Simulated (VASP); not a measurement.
Set up this calculation in VASP 6.6.1, as the native input.

```yaml
Task: single point
Functional: PBE
Potentials_or_basis: VASP PAW PBE potentials, release 64 (Tl_d, Br)
Cutoff: 500 eV
k_mesh: 6 × 6 × 6
Occupations: gaussian, width 0.0123 eV
Spin: no spin polarisation
Dipole_correction: no
Further_INCAR_settings: ALGO = Normal; EDIFF = 1e-06; NBANDS = 17
```

The structure of TlBr lies in POSCAR:

```
TlBr
1.0
    4.0327950000      0.0000000000      0.0000000000
    0.0000000000      4.0327950000      0.0000000000
    0.0000000000      0.0000000000      4.0327950000
Tl Br
1 1
Direct
    0.0000000000      0.0000000000      0.0000000000
    0.5000000000      0.5000000000      0.5000000000
```

These files were run (other wordings do the same):

INCAR

```
ALGO = Normal
EDIFF = 1E-6
ENCUT = 500
GGA = PE
GGA_COMPAT = F
ISIF = 2
ISMEAR = 0
LASPH = T
LCHARG = F
LREAL = F
LWAVE = F
NBANDS = 17
NELM = 120
PREC = Accurate
SIGMA = 0.0123
```

KPOINTS

```
k-points
0
Gamma
  6 6 6
```

Potentials or basis: VASP PAW PBE potentials, release 64 (Tl_d, Br).

Launch:

```sh
$ cat potpaw_PBE.64/Tl_d/POTCAR potpaw_PBE.64/Br/POTCAR > POTCAR
$ mpirun -np 1 vasp_std > vasp.out
```

It gave:

| Item | Value |
| --- | --- |
| Pressure | 0.3 GPa |
| Band gap on the k mesh | 1.96 eV, direct |

Caveat: spin-orbit coupling is left out, which moves the levels of the heavy elements.

Run time: 18 s on 1 thread of Intel(R) Xeon(R) Platinum 8259CL CPU @ 2.50GHz (Skylake/Cascade Lake) (shared host), peak memory 0.17 GiB.
